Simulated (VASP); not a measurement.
Runs of VASP 6.6.1 on HfN. The structure is that of space group Fm-3m (No. 225), or close to it. The cells are those of the table. 

| task | cell | k mesh | cutoff (eV) | smearing | gap on the mesh (eV) | pressure (GPa) | relaxed volume (Å³/atom) |
| --- | --- | --- | --- | --- | --- | --- | --- |
| single point | a = 3.183 Å, angles 60.0°, 2 atoms | 16 × 16 × 16 | 520 | gaussian 0.1 eV | none | -2.2 | - |
| single point | a = 3.190 Å, angles 60.0°, 2 atoms | 8 × 8 × 8 | 520 | gaussian 0.1 eV | none | -3.8 | - |
| relaxation of cell and atoms | relaxed from a = 3.183 Å, angles 60.0°, 2 atoms | 16 × 16 × 16 | 600 | fermi-dirac 0.15 eV | none | 0.0 | (a) |
| relaxation of cell and atoms | relaxed from a = 3.190 Å, angles 60.0°, 2 atoms | 16 × 16 × 16 | 600 | gaussian 0.1 eV | none | 0.0 | 11.31 |
| single point | a = 3.184 Å, angles 60.0°, 2 atoms | 16 × 16 × 16 | 520 | fermi-dirac 0.15 eV | none | -2.2 | - |

Alike in all rows: level PBEsol; potentials or basis VASP PAW PBE potentials, release 64 (Hf_pv, N); no spin polarisation.

Fill in the values left out.

(a) 11.32.

Caveats: the PAW data sets were made with another functional, which shifts forces and pressure a little; spin-orbit coupling is left out, which moves the levels of the heavy elements; the cell stands under tension (at least some runs).

A k mesh can miss the band edges, and the runs leave out spin-orbit coupling on Hf.

A gap of «none» marks levels without a gap at the run's occupations.
